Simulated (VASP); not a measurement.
Here is a VASP 6.6.1 calculation.

File INCAR:

```
SYSTEM = BP
  PREC = Accurate
  ENCUT = 520
  EDIFF = 1E-6
  ISMEAR = -1
  SIGMA = 0.05
  LREAL = .FALSE.
  LASPH = .TRUE.
  NELM = 80
  ALGO = Normal
  ISIF = 2
  LWAVE = .FALSE.
  LCHARG = .FALSE.
  GGA = PE
  NBANDS = 11
```

File KPOINTS:

```
regular mesh
0
G
  8 8 8
  0 0 0
```

Contents of POSCAR:

```
BP
1.0
    3.2088510000      0.0000000000      0.0000000000
    1.6044255000      2.7789464830      0.0000000000
    1.6044255000      0.9263154943      2.6200158702
B P
1 1
Direct
    0.0000000000      0.0000000000      0.0000000000
    0.2500000000      0.2500000000      0.2500000000
```

Potentials or basis: VASP PAW PBE potentials, release 64 (B, P).

Run with:

```sh
$ cat potpaw_PBE.64/B/POTCAR potpaw_PBE.64/P/POTCAR > POTCAR
$ mpirun -np 1 vasp_std > vasp.out
```

(1) Estimate the band gap on the k mesh.

(2) Predict the pressure.

## Answers

(1) 1.27 eV, indirect (least direct gap 3.40 eV).

(2) 0.9 GPa.
